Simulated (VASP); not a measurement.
A run of VASP 6.6.1 is set up as follows.

INCAR

```
ALGO = Normal ; EDIFF = 1E-6
ENCUT = 520 ; GGA = PS
ISIF = 2 ; ISMEAR = -1
LASPH = T ; LCHARG = T
LELF = T ; LREAL = F
LVHAR = T ; LWAVE = F
NBANDS = 16 ; NELM = 80
PREC = Accurate ; SIGMA = 0.05
```

File KPOINTS:

```
k-points
0
Gamma
  8 8 8
```

File POSCAR:

```
CdSe
1.0
    0.0000000000      2.8351159683      2.8351159683
    2.8351159683      0.0000000000      2.8351159683
    2.8351159683      2.8351159683      0.0000000000
Cd Se
1 1
Direct
    0.0000000000      0.0000000000      0.0000000000
    0.5000000000      0.5000000000      0.5000000000
```

Potentials or basis: VASP PAW PBE potentials, release 64 (Cd, Se).

Command:

```console
$ cat potpaw_PBE.64/Cd/POTCAR potpaw_PBE.64/Se/POTCAR > POTCAR
$ mpirun -np 1 vasp_std > vasp.out
```

Task: Predict the pressure.

Result: -1.1 GPa.

Task: Predict the band gap on the k mesh.

Result: Zero (band 9 reaches 2.49 eV, above the bottom of band 10 at 1.95 eV).

Caveat: the PAW data sets were made with another functional, which shifts forces and pressure a little.
